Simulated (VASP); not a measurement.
# BiSbP2 (P6/mmm) in VASP: a series of runs, part 2 of 2

VASP 6.6.1.

## Step 3: Single point, PBE

This run uses another cell than the first one, of 28.44 Å³/atom.

File INCAR:

```
SYSTEM = BiSbP2
PREC = Accurate
ENCUT = 520
EDIFF = 1E-6
ISMEAR = 0
SIGMA = 0.1
LREAL = .False.
LASPH = .True.
NELM = 80
ALGO = Normal
ISIF = 2
LWAVE = .False.
LCHARG = .False.
GGA = PE
NBANDS = 23
```

File KPOINTS:

```
Automatic mesh
0
Gamma
  6 6 2
  0 0 0
```

File POSCAR:

```
BiSbP2
1.0
    4.0913087800      0.0000000000      0.0000000000
   -2.0456543900      3.5431773400      0.0000000000
    0.0000000000      0.0000000000      7.8467388200
Sb Bi P
1 1 2
Direct
    0.0000000000      0.0000000000      0.5000000000
    0.0000000000      0.0000000000      0.0000000000
    0.0000000000      0.0000000000      0.2569800600
    0.0000000000      0.0000000000      0.7430199400
```

Potentials or basis: VASP PAW PBE potentials, release 64 (Sb, Bi_d, P).

Started as:

```sh
$ cat potpaw_PBE.64/Sb/POTCAR potpaw_PBE.64/Bi_d/POTCAR potpaw_PBE.64/P/POTCAR > POTCAR
$ mpirun -np 1 vasp_std > vasp.out
```

OUTCAR:

```text
SYSTEM = BiSbP2
   PREC = Accurate
   ENCUT = 520
   EDIFF = 1E-6
   ISMEAR = 0
   LREAL = .False.
   LASPH = .True.
   NELM = 80
   ISIF = 2
   GGA = PE

 ion  position               nearest neighbor table
   1  0.000  0.000  0.500-   3 1.91   4 1.91
   2  0.000  0.000  0.000-   3 2.02   4 2.02
   3  0.000  0.000  0.257-   1 1.91   2 2.02
   4  0.000  0.000  0.743-   1 1.91   2 2.02

  LATTYP: Found a hexagonal cell.
 ALAT       =     4.0913087800
 C/A-ratio  =     1.9179043289

  Lattice vectors:

 A1 = (   4.0913087800,   0.0000000000,   0.0000000000)
 A2 = (  -2.0456543900,   3.5431773400,   0.0000000000)
 A3 = (   0.0000000000,   0.0000000000,   7.8467388200)

Analysis of symmetry for initial positions (statically):
=====================================================================
 Subroutine PRICEL returns:
 Original cell was already a primitive cell.

 Routine SETGRP: Setting up the symmetry group for a
 hexagonal supercell.

[... 154 lines left out ...]
  ---------------------------------------------------
  free energy    TOTEN  =        -3.02189334 eV

  energy without entropy =       -3.00498254  energy(sigma->0) =       -3.01343794

 E-fermi :   5.8190     XC(G=0):  -8.8210

 val. band max:        5.7221735660   @ k =   0.1667   0.1667   0.5000
 cond. band min:       5.8282480468   @ k =   0.0000   0.0000   0.5000
 fundamental gap:      0.1060744808
 Fermi energy:         5.8189783598

 k-point     1 :       0.0000    0.0000    0.0000
  band No.  band energies     occupation
      1     -19.5359      2.00000
      2     -18.4152      2.00000
      3     -18.4152      2.00000
      4     -17.9498      2.00000
      5     -17.9498      2.00000
      6      -9.7155      2.00000
[... 353 lines left out ...]
     22      11.9487      0.00000
     23      11.9487      0.00000

------------------------ aborting loop because EDIFF is reached ----------------------------------------

  FORCE on cell =-STRESS in cart. coord.  units (eV):
  Direction    XX          YY          ZZ          XY          YZ          ZX
  --------------------------------------------------------------------------------------
  -------------------------------------------------------------------------------------
  Total        0.2314847      0.2314847    109.1701172      0.0000000      0.0000000      0.0000000
  in kB        3.2605331      3.2605331   1537.6943337      0.0000000      0.0000000      0.0000000
  external PRESSURE =     514.7384666 kB  Pullay stress =       0.0000000 kB

 VOLUME and BASIS-vectors are now :
 -----------------------------------------------------------------------------
  energy-cutoff  :      520.00
  volume of cell :      113.75
      direct lattice vectors                 reciprocal lattice vectors
     4.091308780  0.000000000  0.000000000     0.244420564  0.141116278  0.000000000
    -2.045654390  3.543177340  0.000000000     0.000000000  0.282232557  0.000000000
     0.000000000  0.000000000  7.846738820     0.000000000  0.000000000  0.127441479

 POSITION                                       TOTAL-FORCE (eV/Angst)
 -----------------------------------------------------------------------------------
      0.00000      0.00000      3.92337        -0.000000      0.000000      0.000000
      0.00000      0.00000      0.00000        -0.000000      0.000000      0.000000
      0.00000      0.00000      2.01646         0.000000     -0.000000     -3.203748
      0.00000      0.00000      5.83028         0.000000      0.000000      3.203748
 -----------------------------------------------------------------------------------
    total drift:                                0.000000      0.000000     -0.000000

  FREE ENERGIE OF THE ION-ELECTRON SYSTEM (eV)
  ---------------------------------------------------
  free  energy   TOTEN  =        -3.0218933363 eV

  energy  without entropy=       -3.0049825380  energy(sigma->0) =       -3.01343794
```

OSZICAR:

```text
N       E                     dE             d eps       ncg     rms          rms(c)
DAV:   1     0.259472463477E+03    0.25947E+03   -0.13104E+04   644   0.121E+03
DAV:   2     0.182615117298E+02   -0.24121E+03   -0.23088E+03   693   0.315E+02
DAV:   3    -0.367737998337E+01   -0.21939E+02   -0.21334E+02   828   0.106E+02
DAV:   4    -0.448365354114E+01   -0.80627E+00   -0.80301E+00   798   0.224E+01
DAV:   5    -0.451994282606E+01   -0.36289E-01   -0.36286E-01   969   0.448E+00    0.128E+01
DAV:   6    -0.316760483399E+01    0.13523E+01   -0.21443E+00   802   0.880E+00    0.732E+00
DAV:   7    -0.303863919154E+01    0.12897E+00   -0.10060E+00   758   0.490E+00    0.285E+00
DAV:   8    -0.302387053096E+01    0.14769E-01   -0.16029E-01   729   0.200E+00    0.335E-01
DAV:   9    -0.302194692568E+01    0.19236E-02   -0.15601E-02   756   0.687E-01    0.185E-01
DAV:  10    -0.302191633664E+01    0.30589E-04   -0.16057E-03   935   0.205E-01    0.110E-01
DAV:  11    -0.302188724133E+01    0.29095E-04   -0.32043E-04   820   0.147E-01    0.228E-02
DAV:  12    -0.302189343248E+01   -0.61911E-05   -0.42963E-05   763   0.356E-02    0.185E-02
DAV:  13    -0.302189333626E+01    0.96215E-07   -0.29191E-06   777   0.984E-03
   1 F= -.30218933E+01 E0= -.30134379E+01  d E =-.169108E-01
```

stdout:

```text
POSCAR found type information on POSCAR SbBiP
 POSCAR found :  3 types and       4 ions
 scaLAPACK will be used
 LDA part: xc-table for (Slater+PW92), standard interpolation
 POSCAR, INCAR and KPOINTS ok, starting setup
 FFT: planning ... GRIDC
 FFT: planning ... GRID_SOFT
 FFT: planning ... GRID
 WAVECAR not read
 entering main loop
```

Wall time 75 s (1 thread of Intel Xeon 8259CL, shared host); peak memory 0.24 GiB.

Results:

| Item | Value |
| --- | --- |
| Free energy | -3.0219 eV |
| Pressure | 51.5 GPa |
| Largest force | 3.204 eV/Å |
| Band gap on the k mesh | zero (bands 15 and 16 overlap by 3.15 eV) |

Forces on the atoms (eV/Å):
```
Sb   0.000  0.000  0.000
Bi   0.000  0.000  0.000
P    0.000  0.000 -3.204
P    0.000  0.000  3.204
```

Stress tensor (GPa, compression positive):
```
  0.33   0.00   0.00
  0.00   0.33   0.00
  0.00   0.00 153.77
```

Caveat: the k points lie up to 0.40 Å⁻¹ apart, too coarse for converged energies and pressures of a metal; spin-orbit coupling is left out, which moves the levels of the heavy elements; this functional lacks dispersion, which binds layers or chains, so the pressure and a relaxed spacing across them are unreliable; forces of over 1 eV/Å act on the atoms, so gaps and moduli don't describe the material at rest.

## Step 4: Single point, PBE

This run uses another cell than the first one, of 24.53 Å³/atom.

File INCAR:

```
PREC = Accurate ; ENCUT = 520
EDIFF = 1E-6 ; ISMEAR = 0
SIGMA = 0.1 ; LREAL = F
LASPH = T ; NELM = 80
ALGO = Normal ; ISIF = 2
LWAVE = F ; LCHARG = T
GGA = PE ; LELF = T
LVHAR = T ; NBANDS = 23
```

File KPOINTS:

```
regular mesh
0
Gamma
  18 18 4
```

File POSCAR:

```
BiSbP2
1.0
    3.1753690578      0.0000000000      0.0000000000
   -1.5876845289      2.7499502704      0.0000000000
    0.0000000000      0.0000000000     11.2374816136
Sb Bi P
1 1 2
Direct
    0.0000000000      0.0000000000      0.5000000000
    0.0000000000      0.0000000000      0.0000000000
    0.0000000000      0.0000000000      0.2566292885
    0.0000000000      0.0000000000      0.7433707115
```

Started as:

```sh
$ cat potpaw_PBE.64/Sb/POTCAR potpaw_PBE.64/Bi_d/POTCAR potpaw_PBE.64/P/POTCAR > POTCAR
$ mpirun -np 1 vasp_std > vasp.out
```

Run time: 6.2 min. Hardware: 1 thread of Intel Xeon 8259CL, shared host; peak memory 0.39 GiB.

It converged, with:

| Quantity | Value |
| --- | --- |
| Free energy | -16.2180 eV |
| Pressure | 0.0 GPa |
| Largest force | 0.005 eV/Å |
| Band gap on the k mesh | zero (bands 15 and 16 overlap by 5.72 eV) |

Forces in eV/Å, atoms in the order of the input:
```
Sb   0.000  0.000  0.000
Bi   0.000  0.000  0.000
P    0.000  0.000  0.005
P    0.000  0.000 -0.005
```

Levels at points of the mesh, in eV from the Fermi level:
```csv
k point,band 12,band 13,band 14,band 15,band 16,band 17,band 18,band 19
"(0.00, 0.00, 0.00)",-1.59,2.81,2.81,3.04,3.04,4.19,6.18,6.18
"(0.50, 0.00, 0.00)",-4.05,-3.53,-2.92,0.53,0.80,1.29,1.54,2.68
"(0.00, 0.00, 0.50)",1.55,2.12,2.88,2.88,2.95,2.95,6.31,6.31
"(0.50, 0.00, 0.50)",-3.57,-3.33,-2.23,-1.74,0.94,1.07,3.09,3.26
```

Caveat: spin-orbit coupling is left out, which moves the levels of the heavy elements.

## Step 5: The runs side by side

```tsv
cell	k mesh	gap on the mesh (eV)	pressure (GPa)	largest force (eV/Å)
a = 3.142, b = 3.142, c = 11.347 Å, angles 90.0, 90.0, 120.0°, 4 atoms, atomic positions A	6 × 6 × 2	none	-0.2	0.01
a = 4.091, b = 4.091, c = 7.847 Å, angles 90.0, 90.0, 120.0°, 4 atoms, atomic positions B	6 × 6 × 2	none	51.5	3.20
a = 3.175, b = 3.175, c = 11.237 Å, angles 90.0, 90.0, 120.0°, 4 atoms, atomic positions C	18 × 18 × 4	none	0.0	-
```

Alike in all rows: task single point; level PBE; potentials or basis VASP PAW PBE potentials, release 64 (Sb, Bi_d, P); no spin polarisation; cutoff (eV) 520; smearing gaussian 0.1 eV.

Caveats: some runs use coarse meshes; spin-orbit coupling is left out, which moves the levels of the heavy elements; this functional lacks dispersion, which binds layers or chains, so the pressure and a relaxed spacing across them are unreliable (at least some runs); forces of over 1 eV/Å act on the atoms, so gaps and moduli don't describe the material at rest (at least some runs).

Absolute energies hang on the potentials; compare differences alone.

The gap in the log of VASP goes by the Fermi energy; the results here count the filled bands.